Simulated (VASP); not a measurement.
# Cs2Be6InAg (Fm-3m) in VASP: single point with PBE

Aim: the single point of Cs2Be6InAg with PBE.

Everything below comes from runs of VASP 6.6.1. Logs are shortened: lines on timing, memory, paths and dates and some standing lists are left out, and cuts for length are marked.

## (1) The cell of the first run

It takes space group Fm-3m (No. 225, cubic). Conventional cell: a = 8.885 Å, b = 8.885 Å, c = 8.885 Å, α = 90.00°, β = 90.00°, γ = 90.00°. Within 4.1 Å of Cs (site symmetry -43m) lie 12 Be at 3.14 Å and 4 In at 3.85 Å and 4 Ag at 3.85 Å. Within 2.8 Å of In (site symmetry m-3m) lie 6 Be at 2.13 Å. Within 3.1 Å of Ag (site symmetry m-3m) lie 6 Be at 2.31 Å. Within 2.8 Å of Be (site symmetry 4mm) lie 1 In at 2.13 Å and 1 Ag at 2.31 Å.

## (2) Single point, PBE

File INCAR:

```
ALGO = Normal
EDIFF = 1E-7
ENCUT = 520
GGA = PE
ISIF = 2
ISMEAR = -5
LASPH = T
LCHARG = T
LELF = T
LREAL = F
LVHAR = T
LWAVE = F
NBANDS = 38
NELM = 60
PREC = Accurate
SIGMA = 0.1
```

File KPOINTS:

```
k-points
0
Gamma
  5 5 5
```

File POSCAR:

```
Cs2Be6InAg
1.0
    0.0000000000      4.4422580000      4.4422580000
    4.4422580000      0.0000000000      4.4422580000
    4.4422580000      4.4422580000      0.0000000000
Cs In Ag Be
2 1 1 6
Direct
    0.2500000000      0.2500000000      0.2500000000
    0.7500000000      0.7500000000      0.7500000000
    0.0000000000      0.0000000000      0.0000000000
    0.5000000000      0.5000000000      0.5000000000
    0.7602100000      0.2397900000      0.2397900000
    0.2397900000      0.7602100000      0.2397900000
    0.2397900000      0.7602100000      0.7602100000
    0.7602100000      0.2397900000      0.7602100000
    0.2397900000      0.2397900000      0.7602100000
    0.7602100000      0.7602100000      0.2397900000
```

Potentials or basis: VASP PAW PBE potentials, release 64 (Cs_sv, In_d, Ag, Be).

Command:

```bash
> cat potpaw_PBE.64/Cs_sv/POTCAR potpaw_PBE.64/In_d/POTCAR potpaw_PBE.64/Ag/POTCAR potpaw_PBE.64/Be/POTCAR > POTCAR
> mpirun -np 1 vasp_std > vasp.out
```

OUTCAR:

```text
EDIFF = 1E-7
   ENCUT = 520
   GGA = PE
   ISIF = 2
   ISMEAR = -5
   LASPH = T
   LREAL = F
   NELM = 60
   PREC = Accurate

 ion  position               nearest neighbor table
   1  0.250  0.250  0.250-
   2  0.750  0.750  0.750-
   3  0.000  0.000  0.000-   5 2.13   6 2.13   7 2.13   8 2.13   9 2.13  10 2.13
   4  0.500  0.500  0.500-   5 2.31   6 2.31   7 2.31   8 2.31   9 2.31  10 2.31
   5  0.760  0.240  0.240-   3 2.13   4 2.31
   6  0.240  0.760  0.240-   3 2.13   4 2.31
   7  0.240  0.760  0.760-   3 2.13   4 2.31
   8  0.760  0.240  0.760-   3 2.13   4 2.31
   9  0.240  0.240  0.760-   3 2.13   4 2.31
  10  0.760  0.760  0.240-   3 2.13   4 2.31

  LATTYP: Found a face centered cubic cell.
 ALAT       =     8.8845160000

  Lattice vectors:

 A1 = (   0.0000000000,   4.4422580000,   4.4422580000)
 A2 = (   4.4422580000,   0.0000000000,   4.4422580000)
 A3 = (   4.4422580000,   4.4422580000,   0.0000000000)

Analysis of symmetry for initial positions (statically):
=====================================================================
 Subroutine PRICEL returns:
 Original cell was already a primitive cell.

 Routine SETGRP: Setting up the symmetry group for a
 face centered cubic supercell.

 Subroutine GETGRP returns: Found 48 space group operations
 (whereof 48 operations were pure point group operations)
 out of a pool of 48 trial point group operations.

The static configuration has the point symmetry O_h .

Analysis of symmetry for dynamics (positions and initial velocities):
=====================================================================
 Subroutine PRICEL returns:
 Original cell was already a primitive cell.

 Routine SETGRP: Setting up the symmetry group for a
 face centered cubic supercell.

 Subroutine GETGRP returns: Found 48 space group operations
 (whereof 48 operations were pure point group operations)
 out of a pool of 48 trial point group operations.

The dynamic configuration has the point symmetry O_h .

 Subroutine INISYM returns: Found 48 space group operations
 (whereof 48 operations are pure point group operations),
 and found     1 'primitive' translations

----------------------------------------------------------------------------------------

                                     Primitive cell

  volume of cell :     175.3240

  direct lattice vectors                    reciprocal lattice vectors
     0.000000000  4.442258000  4.442258000    -0.112555372  0.112555372  0.112555372
     4.442258000  0.000000000  4.442258000     0.112555372 -0.112555372  0.112555372
     4.442258000  4.442258000  0.000000000     0.112555372  0.112555372 -0.112555372

  length of vectors
     6.282301511  6.282301511  6.282301511     0.194951622  0.194951622  0.194951622

  position of ions in fractional coordinates (direct lattice)
     0.250000000  0.250000000  0.250000000
     0.750000000  0.750000000  0.750000000
     0.000000000  0.000000000  0.000000000
     0.500000000  0.500000000  0.500000000
     0.760210000  0.239790000  0.239790000
     0.239790000  0.760210000  0.239790000
     0.239790000  0.760210000  0.760210000
     0.760210000  0.239790000  0.760210000
     0.239790000  0.239790000  0.760210000
     0.760210000  0.760210000  0.239790000

  ion indices of the primitive-cell ions
   primitive index   ion index
                 1           1
                 2           2
                 3           3
                 4           4
                 5           5
                 6           6
                 7           7
                 8           8
                 9           9
                10          10

----------------------------------------------------------------------------------------

 KPOINTS: k-points

Automatic generation of k-mesh.
 Grid dimensions read from file:
 generate k-points for:    5    5    5

 Generating k-lattice:

  Cartesian coordinates                     Fractional coordinates (reciprocal lattice)
    -0.022511074  0.022511074  0.022511074     0.200000000  0.000000000  0.000000000
     0.022511074 -0.022511074  0.022511074     0.000000000  0.200000000  0.000000000
     0.022511074  0.022511074 -0.022511074     0.000000000  0.000000000  0.200000000

  Length of vectors
     0.038990324  0.038990324  0.038990324

  Shift w.r.t. Gamma in fractional coordinates (k-lattice)
     0.000000000  0.000000000  0.000000000

 TETIRR: Found     24 inequivalent tetrahedra from      750

 Subroutine IBZKPT returns following result:
 ===========================================

 Found     10 irreducible k-points:

 Following reciprocal coordinates:
            Coordinates               Weight
  0.000000  0.000000  0.000000      1.000000
  0.200000  0.000000  0.000000      8.000000
  0.400000  0.000000  0.000000      8.000000
  0.200000  0.200000  0.000000      6.000000
  0.400000  0.200000  0.000000     24.000000
 -0.400000  0.200000  0.000000     24.000000
 -0.200000  0.200000  0.000000     12.000000
  0.400000  0.400000  0.000000      6.000000
 -0.400000  0.400000  0.000000     12.000000
 -0.400000  0.400000  0.200000     24.000000
   k-points           NKPTS =     10   k-points in BZ     NKDIM =     10   number of bands    NBANDS=     38
   number of dos      NEDOS =    301   number of ions     NIONS =     10
   total plane-waves  NPLWV = 110592
   dimension x,y,z NGX =    48 NGY =   48 NGZ =   48
   dimension x,y,z NGXF=    96 NGYF=   96 NGZF=   96
   ions per type =               2   1   1   6
   NGX,Y,Z   is equivalent  to a cutoff of  12.70, 12.70, 12.70 a.u.
   NGXF,Y,Z  is equivalent  to a cutoff of  25.40, 25.40, 25.40 a.u.
 SYSTEM =  unknown system
   PREC   = accura    normal or accurate (medium, high low for compatibility)
   ISTART =      0    job   : 0-new  1-cont  2-samecut
   ICHARG =      2    charge: 1-file 2-atom 10-const
   ISPIN  =      1    spin polarized calculation?
   LNONCOLLINEAR =      F non collinear calculations
   LSORBIT =      F    spin-orbit coupling
   LASPH  =      T    aspherical Exc in radial PAW
   ENCUT  =  520.0 eV  38.22 Ry    6.18 a.u.  11.68 11.68 11.68*2*pi/ulx,y,z
   NELM   =     60;   NELMIN=  2; NELMDL= -5     # of ELM steps
   EDIFF  = 0.1E-06   stopping-criterion for ELM
   LREAL  =      F    real-space projection
   EDIFFG = 0.1E-05   stopping-criterion for IOM
   NSW    =      0    number of steps for IOM
   IBRION =     -1    ionic relax: 0-MD 1-quasi-New 2-CG
   NFREE  =      0    steps in history (QN), initial steepest desc. (CG)
   ISIF   =      2    stress and relaxation
   ISYM   =      2    0-nonsym 1-usesym 2-fastsym
   POTIM  = 0.5000    time-step for ionic-motion
   TEBEG  =    0.0;   TEEND  =   0.0 temperature during run
   PSTRESS=    0.0 pullay stress
   NELECT =      54.0000    total number of electrons
   NUPDOWN=      -1.0000    fix difference up-down
   EMIN   =  10.00;   EMAX   =-10.00  energy-range for DOS
   EFERMI =   0.00;   METHOD = LEGACY
   ISMEAR =    -5;   SIGMA  =   0.10  broadening in eV -4-tet -1-fermi 0-gaus
   EFERMI_NEDOS =   21; number of points for ismear=-14 and -15
   IALGO  =     38    algorithm
   IMIX   =      4    mixing-type and parameters
     AMIX     =   0.40;   BMIX     =  1.00
     AMIX_MAG =   1.60;   BMIX_MAG =  1.00
  volume/ion in A,a.u.               =      17.53       118.31
  Fermi-wavevector in a.u.,A,eV,Ry     =   1.105585  2.089254 16.630662  1.222319
  Thomas-Fermi vector in A             =   2.242075
   LORBIT       =      0    0 simple, 1 ext, 2 COOP (PROOUT), +10 PAW based schemes
   GGA     = PE    functional components
   LHFCALC =     F    Hartree Fock is set to
   AEXX    =    0.0000 exact exchange contribution
   IVDW    =     0    specifies the selected vdW correction
   LEPSILON=     F    determine dielectric tensor
   LRPA    =     F    only Hartree local field effects (RPA)
 non-spin polarized calculation
 Fermi weights with tetrahedron method with Bloechl corrections
  energy-cutoff  :      520.00
  volume of cell :      175.32
 maximum number of plane-waves:      4744
   NGX = 23   NGY = 23   NGZ = 23

 number of electron      54.0000008 magnetization

 Free energy of the ion-electron system (eV)
  ---------------------------------------------------
  ext. energy  EPLUGINS =         0.00000000
  ---------------------------------------------------
  free energy    TOTEN  =       -16.53589529 eV

  energy without entropy =      -16.53589529  energy(sigma->0) =      -16.53589529

 E-fermi :   5.5310     XC(G=0):  -9.9739

 val. band max:        5.5674421837   @ k =  -0.2000   0.2000   0.0000
 cond. band min:       5.5026764347   @ k =   0.4000   0.2000   0.0000
 fundamental gap:     -0.0647657491
 Fermi energy:         5.5309676556

 k-point     1 :       0.0000    0.0000    0.0000
  band No.  band energies     occupation
      1     -16.4610      2.00000
      2     -16.3202      2.00000
      3     -10.6059      2.00000
      4     -10.6059      2.00000
      5     -10.2357      2.00000
      6     -10.2357      2.00000
[... 30 lines left out ...]
     37      10.8379      0.00000
     38      10.8404      0.00000

 k-point     2 :       0.2000    0.0000    0.0000
  band No.  band energies     occupation
      1     -16.4471      2.00000
      2     -16.3337      2.00000
      3     -10.6059      2.00000
      4     -10.6059      2.00000
      5     -10.2348      2.00000
      6     -10.2348      2.00000
[... 30 lines left out ...]
     37      10.6429      0.00000
     38      10.6430      0.00000
[... 285 lines left out ...]
     37       8.8096      0.00000
     38       9.1240      0.00000

 k-point    10 :      -0.4000    0.4000    0.2000
  band No.  band energies     occupation
      1     -16.4007      2.00000
      2     -16.3779      2.00000
      3     -10.6061      2.00000
      4     -10.6055      2.00000
      5     -10.2315      2.00000
      6     -10.2295      2.00000
[... 30 lines left out ...]
     37       8.6461      0.00000
     38       8.9332      0.00000

------------------------ aborting loop because EDIFF is reached ----------------------------------------

  FORCE on cell =-STRESS in cart. coord.  units (eV):
  Direction    XX          YY          ZZ          XY          YZ          ZX
  --------------------------------------------------------------------------------------
  -------------------------------------------------------------------------------------
  Total       17.6143759     17.6143759     17.6143759      0.0000000      0.0000000      0.0000000
  in kB      160.9668748    160.9668748    160.9668748      0.0000000      0.0000000      0.0000000
  external PRESSURE =     160.9668748 kB  Pullay stress =       0.0000000 kB

 VOLUME and BASIS-vectors are now :
 -----------------------------------------------------------------------------
  energy-cutoff  :      520.00
  volume of cell :      175.32
      direct lattice vectors                 reciprocal lattice vectors
     0.000000000  4.442258000  4.442258000    -0.112555372  0.112555372  0.112555372
     4.442258000  0.000000000  4.442258000     0.112555372 -0.112555372  0.112555372
     4.442258000  4.442258000  0.000000000     0.112555372  0.112555372 -0.112555372

 POSITION                                       TOTAL-FORCE (eV/Angst)
 -----------------------------------------------------------------------------------
      2.22113      2.22113      2.22113        -0.000000     -0.000000     -0.000000
      6.66339      6.66339      6.66339         0.000000      0.000000      0.000000
      0.00000      0.00000      0.00000        -0.000000      0.000000      0.000000
      4.44226      4.44226      4.44226        -0.000000      0.000000      0.000000
      2.13042      4.44226      4.44226         2.900173      0.000000      0.000000
      4.44226      2.13042      4.44226        -0.000000      2.900173      0.000000
      6.75410      4.44226      4.44226        -2.900173      0.000000      0.000000
      4.44226      6.75410      4.44226        -0.000000     -2.900173      0.000000
      4.44226      4.44226      2.13042        -0.000000      0.000000      2.900173
      4.44226      4.44226      6.75410        -0.000000      0.000000     -2.900173
 -----------------------------------------------------------------------------------
    total drift:                               -0.000000     -0.000000     -0.000000

  FREE ENERGIE OF THE ION-ELECTRON SYSTEM (eV)
  ---------------------------------------------------
  free  energy   TOTEN  =       -16.5358952865 eV

  energy  without entropy=      -16.5358952865  energy(sigma->0) =      -16.53589529
```

Wall time 71 s (1 thread of Intel Xeon Platinum 8559C (Emerald Rapids), shared host); peak memory 0.36 GiB.

Results:

```yaml
Free_energy: -16.5359 eV
Pressure: 16.1 GPa
Largest_force: 2.900 eV/Å
Band_gap_on_the_k_mesh: zero (band 27 reaches 5.96 eV, above the bottom of band 28 at 5.03 eV)
```

Forces in eV/Å, atoms in the order of the input:
```
Cs   0.000  0.000  0.000
Cs   0.000  0.000  0.000
In   0.000  0.000  0.000
Ag   0.000  0.000  0.000
Be   2.900  0.000  0.000
Be   0.000  2.900  0.000
Be  -2.900  0.000  0.000
Be   0.000 -2.900  0.000
Be   0.000  0.000  2.900
Be   0.000  0.000 -2.900
```

Levels at points of the mesh, in eV from the Fermi level:
| k point | band 24 | band 25 | band 26 | band 27 | band 28 | band 29 | band 30 | band 31 |
| --- | --- | --- | --- | --- | --- | --- | --- | --- |
| (0.00, 0.00, 0.00) | -1.17 | -1.17 | -1.17 | -0.51 | -0.51 | 1.23 | 1.23 | 1.23 |

Caveat: spin-orbit coupling is left out, which moves the levels of the heavy elements; forces of over 1 eV/Å act on the atoms, so gaps and moduli don't describe the material at rest; tetrahedron occupations give inexact forces and stress in metals.
